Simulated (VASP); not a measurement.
# W (Pm-3m) in VASP: single point with PBE

Aim: the single point of W with PBE.

All numbers are computed with VASP 6.6.1; they aren't measurements. Logs are shortened: lines on timing, memory, paths and dates and some standing lists are left out, and cuts for length are marked.

**1. The cell of the first run**

Symmetry: Pm-3m, No. 221, cubic system. The conventional cell has a = 2.647 Å, b = 2.647 Å, c = 2.647 Å, α = 90.00°, β = 90.00°, γ = 90.00°. Within 3.5 Å of W (site symmetry m-3m) lie 6 W at 2.65 Å.

**2. Single point, PBE**

INCAR reads:

```
PREC = Accurate ; ENCUT = 520
EDIFF = 1E-7 ; ISMEAR = -1
SIGMA = 0.13605693000000002 ; LREAL = F
LASPH = T ; NELM = 60
ALGO = Normal ; ISIF = 2
LWAVE = F ; LCHARG = F
GGA = PE ; NBANDS = 13
```

KPOINTS reads:

```
Automatic mesh
0
Gamma
  12 12 12
```

POSCAR reads:

```
W
1.0
    2.6466434303      0.0000000000      0.0000000000
    0.0000000000      2.6466434303      0.0000000000
    0.0000000000      0.0000000000      2.6466434303
W
1
Direct
    0.0000000000      0.0000000000      0.0000000000
```

Potentials or basis: VASP PAW PBE potentials, release 64 (W_sv).

The run is started by

```console
$ cat potpaw_PBE.64/W_sv/POTCAR > POTCAR
$ mpirun -np 1 vasp_std > vasp.out
```

OUTCAR:

```text
PREC = Accurate
   ENCUT = 520
   EDIFF = 1E-7
   ISMEAR = -1
   LREAL = F
   LASPH = T
   NELM = 60
   ISIF = 2
   GGA = PE

 ion  position               nearest neighbor table
   1  0.000  0.000  0.000-

  LATTYP: Found a simple cubic cell.
 ALAT       =     2.6466434303

  Lattice vectors:

 A1 = (   2.6466434303,   0.0000000000,   0.0000000000)
 A2 = (   0.0000000000,   2.6466434303,   0.0000000000)
 A3 = (   0.0000000000,   0.0000000000,   2.6466434303)

Analysis of symmetry for initial positions (statically):
=====================================================================
 Subroutine PRICEL returns:
 Original cell was already a primitive cell.

 Routine SETGRP: Setting up the symmetry group for a
 simple cubic supercell.

 Subroutine GETGRP returns: Found 48 space group operations
 (whereof 48 operations were pure point group operations)
 out of a pool of 48 trial point group operations.

The static configuration has the point symmetry O_h .

Analysis of symmetry for dynamics (positions and initial velocities):
=====================================================================
 Subroutine PRICEL returns:
 Original cell was already a primitive cell.

 Routine SETGRP: Setting up the symmetry group for a
 simple cubic supercell.

 Subroutine GETGRP returns: Found 48 space group operations
 (whereof 48 operations were pure point group operations)
 out of a pool of 48 trial point group operations.

The dynamic configuration has the point symmetry O_h .

 Subroutine INISYM returns: Found 48 space group operations
 (whereof 48 operations are pure point group operations),
 and found     1 'primitive' translations

----------------------------------------------------------------------------------------

                                     Primitive cell

  volume of cell :      18.5390

  direct lattice vectors                    reciprocal lattice vectors
     2.646643430  0.000000000  0.000000000     0.377837070  0.000000000  0.000000000
     0.000000000  2.646643430  0.000000000     0.000000000  0.377837070  0.000000000
     0.000000000  0.000000000  2.646643430     0.000000000  0.000000000  0.377837070

  length of vectors
     2.646643430  2.646643430  2.646643430     0.377837070  0.377837070  0.377837070

  position of ions in fractional coordinates (direct lattice)
     0.000000000  0.000000000  0.000000000

  ion indices of the primitive-cell ions
   primitive index   ion index
[... 69 lines left out ...]
   LSORBIT =      F    spin-orbit coupling
   LASPH  =      T    aspherical Exc in radial PAW
   ENCUT  =  520.0 eV  38.22 Ry    6.18 a.u.   4.92  4.92  4.92*2*pi/ulx,y,z
   NELM   =     60;   NELMIN=  2; NELMDL= -5     # of ELM steps
   EDIFF  = 0.1E-06   stopping-criterion for ELM
   LREAL  =      F    real-space projection
   EDIFFG = 0.1E-05   stopping-criterion for IOM
   NSW    =      0    number of steps for IOM
   IBRION =     -1    ionic relax: 0-MD 1-quasi-New 2-CG
   NFREE  =      0    steps in history (QN), initial steepest desc. (CG)
   ISIF   =      2    stress and relaxation
   ISYM   =      2    0-nonsym 1-usesym 2-fastsym
   POTIM  = 0.5000    time-step for ionic-motion
   TEBEG  =    0.0;   TEEND  =   0.0 temperature during run
   PSTRESS=    0.0 pullay stress
   NELECT =      14.0000    total number of electrons
   NUPDOWN=      -1.0000    fix difference up-down
   EMIN   =  10.00;   EMAX   =-10.00  energy-range for DOS
   EFERMI =   0.00;   METHOD = LEGACY
   ISMEAR =    -1;   SIGMA  =   0.14  broadening in eV -4-tet -1-fermi 0-gaus
   EFERMI_NEDOS =   21; number of points for ismear=-14 and -15
   IALGO  =     38    algorithm
   IMIX   =      4    mixing-type and parameters
     AMIX     =   0.40;   BMIX     =  1.00
     AMIX_MAG =   1.60;   BMIX_MAG =  1.00
  volume/ion in A,a.u.               =      18.54       125.11
  Fermi-wavevector in a.u.,A,eV,Ry     =   1.490809  2.817221 30.239114  2.222512
  Thomas-Fermi vector in A             =   2.603544
   LORBIT       =      0    0 simple, 1 ext, 2 COOP (PROOUT), +10 PAW based schemes
   GGA     = PE    functional components
[... 5 lines left out ...]
 non-spin polarized calculation
  energy-cutoff  :      520.00
  volume of cell :       18.54
 maximum number of plane-waves:       516
 NGX is ok and might be reduce to    20
   NGX =  9   NGY =  9   NGZ =  9

 number of electron      13.9999997 magnetization

 Free energy of the ion-electron system (eV)
  ---------------------------------------------------
  ext. energy  EPLUGINS =         0.00000000
  ---------------------------------------------------
  free energy    TOTEN  =       -11.55775113 eV

  energy without entropy =      -11.52036644  energy(sigma->0) =      -11.53905878

 E-fermi :   9.1831     XC(G=0): -12.6271

 val. band max:        8.9399262680   @ k =   0.3333   0.3333   0.1667
 cond. band min:       9.2351378824   @ k =   0.4167   0.3333   0.1667
 fundamental gap:      0.2952116145
 Fermi energy:         9.1830728537

 k-point     1 :       0.0000    0.0000    0.0000
  band No.  band energies     occupation
      1     -64.9118      2.00000
      2     -28.5388      2.00000
      3     -28.5388      2.00000
      4     -28.5388      2.00000
      5       0.7043      2.00000
      6       4.9485      2.00000
      7       4.9485      2.00000
      8      13.8248      0.00000
      9      13.8248      0.00000
     10      13.8248      0.00000
     11      23.7488      0.00000
     12      23.7488      0.00000
     13      23.7488      0.00000
[... 354 lines left out ...]
  band No.  band energies     occupation
      1     -64.7599      2.00000
      2     -29.5627      2.00000
      3     -29.3286      2.00000
      4     -28.3575      2.00000
      5       4.6302      2.00000
      6       5.8635      2.00000
      7      10.5088      0.00012
      8      10.8465      0.00001
      9      11.5111      0.00000
     10      12.2923      0.00000
     11      18.1903      0.00000
     12      22.7400      0.00000
     13      25.6284      0.00000

 [... further k-points ...]
[... 5 lines left out ...]
  --------------------------------------------------------------------------------------
  -------------------------------------------------------------------------------------
  Total       -0.1837507     -0.1837507     -0.1837507      0.0000000     -0.0000000      0.0000000
  in kB      -15.8801021    -15.8801021    -15.8801021      0.0000000     -0.0000000      0.0000000
  external PRESSURE =     -15.8801021 kB  Pullay stress =       0.0000000 kB

 VOLUME and BASIS-vectors are now :
 -----------------------------------------------------------------------------
  energy-cutoff  :      520.00
  volume of cell :       18.54
      direct lattice vectors                 reciprocal lattice vectors
     2.646643430  0.000000000  0.000000000     0.377837070  0.000000000  0.000000000
     0.000000000  2.646643430  0.000000000     0.000000000  0.377837070  0.000000000
     0.000000000  0.000000000  2.646643430     0.000000000  0.000000000  0.377837070

 POSITION                                       TOTAL-FORCE (eV/Angst)
 -----------------------------------------------------------------------------------
      0.00000      0.00000      0.00000         0.000000      0.000000      0.000000
 -----------------------------------------------------------------------------------
    total drift:                               -0.000000      0.000000      0.000000

  FREE ENERGIE OF THE ION-ELECTRON SYSTEM (eV)
  ---------------------------------------------------
  free  energy   TOTEN  =       -11.5577511257 eV

  energy  without entropy=      -11.5203664403  energy(sigma->0) =      -11.53905878
```

OSZICAR:

```text
N       E                     dE             d eps       ncg     rms          rms(c)
DAV:   1     0.897330454667E+02    0.89733E+02   -0.74372E+03  2192   0.120E+03
DAV:   2    -0.101552799587E+02   -0.99888E+02   -0.95497E+02  2444   0.316E+02
DAV:   3    -0.119843639537E+02   -0.18291E+01   -0.18206E+01  2474   0.418E+01
DAV:   4    -0.119943990783E+02   -0.10035E-01   -0.10034E-01  2429   0.338E+00
DAV:   5    -0.119945079284E+02   -0.10885E-03   -0.10885E-03  2434   0.337E-01    0.169E+01
DAV:   6    -0.116366929553E+02    0.35781E+00   -0.35164E-01  2229   0.728E+00    0.694E+00
DAV:   7    -0.115603788784E+02    0.76314E-01   -0.15545E-01  2379   0.463E+00    0.519E-01
DAV:   8    -0.115577717761E+02    0.26071E-02   -0.45470E-03  2274   0.857E-01    0.338E-02
DAV:   9    -0.115577598701E+02    0.11906E-04   -0.83085E-05  2549   0.119E-01    0.383E-02
DAV:  10    -0.115577514466E+02    0.84235E-05   -0.19565E-05  2374   0.566E-02    0.618E-03
DAV:  11    -0.115577511775E+02    0.26911E-06   -0.37835E-07  2304   0.697E-03    0.656E-04
DAV:  12    -0.115577511257E+02    0.51780E-07   -0.52153E-09  1267   0.792E-04
   1 F= -.11557751E+02 E0= -.11539059E+02  d E =-.373847E-01
```

Run time: 22 s. Hardware: 1 thread of Intel Xeon 8259CL, shared host; peak memory 0.13 GiB.

Results:

| Property | Result |
| --- | --- |
| Free energy | -11.5578 eV |
| Pressure | -1.6 GPa |
| Band gap on the k mesh | zero (band 7 reaches 10.96 eV, above the bottom of band 8 at 8.52 eV) |

Levels at points of the mesh, in eV from the Fermi level:
```
           k point  band 3  band 4  band 5  band 6  band 7  band 8  band 9  band 10  band 11  band 12
(0.00, 0.00, 0.00)  -37.72  -37.72   -8.48   -4.23   -4.23    4.64    4.64     4.64    14.57    14.57
(0.50, 0.00, 0.00)  -37.61  -37.61   -5.02   -3.28   -0.73    0.95    0.95     5.03     9.04    13.84
(0.50, 0.50, 0.00)  -38.78  -37.51   -5.40   -2.86    1.70    1.70    4.69     4.69     7.24    13.88
(0.50, 0.50, 0.50)  -38.63  -38.63   -3.78   -3.78   -3.78    7.39    7.51     7.51    11.35    11.35
```

Caveat: spin-orbit coupling is left out, which moves the levels of the heavy elements.
